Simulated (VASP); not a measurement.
# PbS (I4/mmm) in VASP: further runs, part 2 of 2

VASP 6.6.1. Earlier steps stand in the parts before.

### 4 Single point, PBE (strain +0.0400 x Voigt [1, 1, 0, 0, 0, 0])

Contents of INCAR:

```
SYSTEM = PbS
PREC     = Accurate       ! precision mode
ENCUT    = 520            ! plane-wave cutoff, eV
EDIFF    = 1E-6           ! SCF threshold, eV
ISMEAR   = 0              ! smearing method
SIGMA    = 0.03           ! smearing width, eV
LREAL    = .False.        ! projectors in reciprocal space
LASPH    = .True.         ! aspherical terms in the spheres
NELM     = 100            ! most SCF steps
ALGO     = Normal         ! electronic algorithm
ISIF     = 2              ! what is computed and relaxed
LWAVE    = .False.        ! write WAVECAR
LCHARG   = .True.         ! write CHGCAR
GGA      = PE             ! functional
LELF     = .True.         ! ELF
LVHAR    = .True.       
NBANDS   = 17             ! bands
```

Contents of KPOINTS:

```
regular mesh
0
Gamma
  10 10 10
  0 0 0
```

Contents of POSCAR:

```
PbS
1.0
    0.0000000000      3.0836000000      2.9650000000
    3.0836000000      0.0000000000      2.9650000000
    3.0836000000      3.0836000000      0.0000000000
Pb S
1 1
Direct
    0.0000000000      0.0000000000      0.0000000000
    0.5000000000      0.5000000000      0.5000000000
```

Potentials or basis: VASP PAW PBE potentials, release 64 (Pb_d, S).

Run with:

```bash
$ cat potpaw_PBE.64/Pb_d/POTCAR potpaw_PBE.64/S/POTCAR > POTCAR
$ mpirun -np 1 vasp_std > vasp.out
```

OUTCAR:

```text
SYSTEM = PbS
   PREC = Accurate
   ENCUT = 520
   EDIFF = 1E-6
   ISMEAR = 0
   LREAL = .False.
   LASPH = .True.
   NELM = 100
   ISIF = 2
   GGA = PE

 ion  position               nearest neighbor table
   1  0.000  0.000  0.000-   2 2.96   2 2.96   2 3.08   2 3.08   2 3.08   2 3.08
   2  0.500  0.500  0.500-   1 2.96   1 2.96   1 3.08   1 3.08   1 3.08   1 3.08

  LATTYP: Found a body centered tetragonal cell.
 ALAT       =     4.3608689409
 C/A-ratio  =     1.3598207331

  Lattice vectors:

 A1 = (   0.0000000000,  -3.0836000000,  -2.9650000000)
 A2 = (   0.0000000000,   3.0836000000,  -2.9650000000)
 A3 = (   3.0836000000,   0.0000000000,   2.9650000000)

Analysis of symmetry for initial positions (statically):
=====================================================================
 Subroutine PRICEL returns:
 Original cell was already a primitive cell.

 Routine SETGRP: Setting up the symmetry group for a
 body centered tetragonal supercell.

 Subroutine GETGRP returns: Found 16 space group operations
 (whereof 16 operations were pure point group operations)
 out of a pool of 16 trial point group operations.

The static configuration has the point symmetry D_4h.

Analysis of symmetry for dynamics (positions and initial velocities):
=====================================================================
 Subroutine PRICEL returns:
 Original cell was already a primitive cell.

 Routine SETGRP: Setting up the symmetry group for a
 body centered tetragonal supercell.

 Subroutine GETGRP returns: Found 16 space group operations
 (whereof 16 operations were pure point group operations)
 out of a pool of 16 trial point group operations.

The dynamic configuration has the point symmetry D_4h.

 Subroutine INISYM returns: Found 16 space group operations
 (whereof 16 operations are pure point group operations),
 and found     1 'primitive' translations

----------------------------------------------------------------------------------------

                                     Primitive cell

  volume of cell :      56.3859

  direct lattice vectors                    reciprocal lattice vectors
     0.000000000  3.083600000  2.965000000    -0.162148139  0.162148139  0.168634064
     3.083600000  0.000000000  2.965000000     0.162148139 -0.162148139  0.168634064
     3.083600000  3.083600000  0.000000000     0.162148139  0.162148139 -0.168634064

  length of vectors
     4.277828183  4.277828183  4.360868941     0.284642733  0.284642733  0.284642733

  position of ions in fractional coordinates (direct lattice)
     0.000000000  0.000000000  0.000000000
     0.500000000  0.500000000  0.500000000

  ion indices of the primitive-cell ions
   primitive index   ion index
                 1           1
                 2           2

----------------------------------------------------------------------------------------

 KPOINTS: regular mesh

Automatic generation of k-mesh.
 Grid dimensions read from file:
 generate k-points for:   10   10   10

 Generating k-lattice:

  Cartesian coordinates                     Fractional coordinates (reciprocal lattice)
    -0.016214814  0.016214814  0.016863406     0.100000000  0.000000000  0.000000000
     0.016214814 -0.016214814  0.016863406     0.000000000  0.100000000  0.000000000
     0.016214814  0.016214814 -0.016863406    -0.000000000 -0.000000000  0.100000000

  Length of vectors
     0.028464273  0.028464273  0.028464273

  Shift w.r.t. Gamma in fractional coordinates (k-lattice)
     0.000000000  0.000000000  0.000000000

 Subroutine IBZKPT returns following result:
 ===========================================

 Found    102 irreducible k-points:

 Following reciprocal coordinates:
            Coordinates               Weight
  0.000000  0.000000  0.000000      1.000000
  0.100000 -0.000000  0.000000      8.000000
  0.200000 -0.000000  0.000000      8.000000
  0.300000 -0.000000  0.000000      8.000000
  0.400000  0.000000  0.000000      8.000000
  0.500000  0.000000  0.000000      4.000000
[... 16 lines left out ...]
  0.300000  0.300000  0.000000      2.000000
  0.400000  0.300000  0.000000      8.000000
 [... further k-points ...]
   k-points           NKPTS =    102   k-points in BZ     NKDIM =    102   number of bands    NBANDS=     17
   number of dos      NEDOS =    301   number of ions     NIONS =      2
   total plane-waves  NPLWV =  32768
   dimension x,y,z NGX =    32 NGY =   32 NGZ =   32
   dimension x,y,z NGXF=    64 NGYF=   64 NGZF=   64
   ions per type =               1   1
   NGX,Y,Z   is equivalent  to a cutoff of  12.44, 12.44, 12.20 a.u.
   NGXF,Y,Z  is equivalent  to a cutoff of  24.87, 24.87, 24.40 a.u.
 SYSTEM =  PbS
   PREC   = accura    normal or accurate (medium, high low for compatibility)
   ISTART =      0    job   : 0-new  1-cont  2-samecut
   ICHARG =      2    charge: 1-file 2-atom 10-const
   ISPIN  =      1    spin polarized calculation?
   LNONCOLLINEAR =      F non collinear calculations
   LSORBIT =      F    spin-orbit coupling
   LASPH  =      T    aspherical Exc in radial PAW
   ENCUT  =  520.0 eV  38.22 Ry    6.18 a.u.   7.95  7.95  8.11*2*pi/ulx,y,z
   NELM   =    100;   NELMIN=  2; NELMDL= -5     # of ELM steps
   EDIFF  = 0.1E-05   stopping-criterion for ELM
   LREAL  =      F    real-space projection
   EDIFFG = 0.1E-04   stopping-criterion for IOM
   NSW    =      0    number of steps for IOM
   IBRION =     -1    ionic relax: 0-MD 1-quasi-New 2-CG
   NFREE  =      0    steps in history (QN), initial steepest desc. (CG)
   ISIF   =      2    stress and relaxation
   ISYM   =      2    0-nonsym 1-usesym 2-fastsym
   POTIM  = 0.5000    time-step for ionic-motion
   TEBEG  =    0.0;   TEEND  =   0.0 temperature during run
   PSTRESS=    0.0 pullay stress
   NELECT =      20.0000    total number of electrons
   NUPDOWN=      -1.0000    fix difference up-down
   EMIN   =  10.00;   EMAX   =-10.00  energy-range for DOS
   EFERMI =   0.00;   METHOD = LEGACY
   ISMEAR =     0;   SIGMA  =   0.03  broadening in eV -4-tet -1-fermi 0-gaus
   EFERMI_NEDOS =   21; number of points for ismear=-14 and -15
   IALGO  =     38    algorithm
   IMIX   =      4    mixing-type and parameters
     AMIX     =   0.40;   BMIX     =  1.00
     AMIX_MAG =   1.60;   BMIX_MAG =  1.00
  volume/ion in A,a.u.               =      28.19       190.26
  Fermi-wavevector in a.u.,A,eV,Ry     =   1.158852  2.189912 18.271774  1.342938
  Thomas-Fermi vector in A             =   2.295450
   LORBIT       =      0    0 simple, 1 ext, 2 COOP (PROOUT), +10 PAW based schemes
   GGA     = PE    functional components
   LHFCALC =     F    Hartree Fock is set to
   AEXX    =    0.0000 exact exchange contribution
   IVDW    =     0    specifies the selected vdW correction
   LEPSILON=     F    determine dielectric tensor
   LRPA    =     F    only Hartree local field effects (RPA)
 non-spin polarized calculation
 Gauss-broadening in eV      SIGMA  =   0.03
  energy-cutoff  :      520.00
  volume of cell :       56.39
 maximum number of plane-waves:      1544
   NGX = 15   NGY = 15   NGZ = 17

 number of electron      20.0000001 magnetization

 Free energy of the ion-electron system (eV)
  ---------------------------------------------------
  ext. energy  EPLUGINS =         0.00000000
  ---------------------------------------------------
  free energy    TOTEN  =        -8.73958645 eV

  energy without entropy =       -8.73958645  energy(sigma->0) =       -8.73958645

 E-fermi :   4.9814     XC(G=0):  -9.3194

 val. band max:        4.8012421222   @ k =   0.5000   0.0000   0.0000
 cond. band min:       5.3826924923   @ k =   0.5000   0.0000   0.0000
 fundamental gap:      0.5814503701
 Fermi energy:         4.9814448830

 k-point     1 :       0.0000    0.0000    0.0000
  band No.  band energies     occupation
      1     -11.8876      2.00000
      2     -11.8750      2.00000
      3     -11.8724      2.00000
      4     -11.8724      2.00000
      5     -11.8472      2.00000
      6      -8.0953      2.00000
[... 9 lines left out ...]
     16      11.9205      0.00000
     17      13.3162      0.00000
[... 441 lines left out ...]
 k-point    24 :       0.4000    0.3000    0.0000
  band No.  band energies     occupation
      1     -11.9204      2.00000
      2     -11.9012      2.00000
      3     -11.8605      2.00000
      4     -11.8361      2.00000
      5     -11.8337      2.00000
      6      -6.9675      2.00000
[... 9 lines left out ...]
     16      15.4419      0.00000
     17      16.4892      0.00000

 [... further k-points ...]

------------------------ aborting loop because EDIFF is reached ----------------------------------------

  FORCE on cell =-STRESS in cart. coord.  units (eV):
  Direction    XX          YY          ZZ          XY          YZ          ZX
  --------------------------------------------------------------------------------------
  -------------------------------------------------------------------------------------
  Total       -1.0574447     -1.0574447      0.2691654      0.0000000      0.0000000      0.0000000
  in kB      -30.0467498    -30.0467498      7.6481953      0.0000000      0.0000000      0.0000000
  external PRESSURE =     -17.4817681 kB  Pullay stress =       0.0000000 kB

 VOLUME and BASIS-vectors are now :
 -----------------------------------------------------------------------------
  energy-cutoff  :      520.00
  volume of cell :       56.39
      direct lattice vectors                 reciprocal lattice vectors
     0.000000000  3.083600000  2.965000000    -0.162148139  0.162148139  0.168634064
     3.083600000  0.000000000  2.965000000     0.162148139 -0.162148139  0.168634064
     3.083600000  3.083600000  0.000000000     0.162148139  0.162148139 -0.168634064

 POSITION                                       TOTAL-FORCE (eV/Angst)
 -----------------------------------------------------------------------------------
      0.00000      0.00000      0.00000        -0.000000     -0.000000      0.000000
      3.08360      3.08360      2.96500         0.000000      0.000000      0.000000
 -----------------------------------------------------------------------------------
    total drift:                                0.000000     -0.000000     -0.000000

  FREE ENERGIE OF THE ION-ELECTRON SYSTEM (eV)
  ---------------------------------------------------
  free  energy   TOTEN  =        -8.7395864529 eV

  energy  without entropy=       -8.7395864529  energy(sigma->0) =       -8.73958645
```

Wall time 36 s (1 thread of Intel Xeon Platinum 8559C (Emerald Rapids), shared host); peak memory 0.24 GiB.

What came out:

| Quantity | Value |
| --- | --- |
| Free energy | -8.7396 eV |
| Pressure | -1.7 GPa |
| Band gap on the k mesh | 0.58 eV |

Stress tensor (GPa, compression positive):
```
-3.00  0.00  0.00
 0.00 -3.00  0.00
 0.00  0.00  0.76
```

Caveat: the cell differs from its parent crystal (strain +0.0400 x Voigt [1, 1, 0, 0, 0, 0]); spin-orbit coupling is left out, which moves the levels of the heavy elements. A k mesh can miss the band edges.

### 5 Summary

| cell | gap on the mesh (eV) | pressure (GPa) |
| --- | --- | --- |
| a = 4.257, b = 4.257, c = 4.319 Å, angles 59.5, 59.5, 61.0°, 2 atoms | 0.54 | -0.9 |
| a = 4.267, b = 4.267, c = 4.340 Å, angles 59.4, 59.4, 61.1°, 2 atoms | 0.56 | -1.4 |
| a = 4.278, b = 4.278, c = 4.361 Å, angles 59.4, 59.4, 61.3°, 2 atoms | 0.58 | -1.7 |

Alike in all rows: task single point; level PBE; potentials or basis VASP PAW PBE potentials, release 64 (Pb_d, S); no spin polarisation; k mesh 10 × 10 × 10; cutoff (eV) 520; smearing gaussian 0.03 eV.

Caveats: spin-orbit coupling is left out, which moves the levels of the heavy elements.

Absolute energies hang on the potentials; compare differences alone.
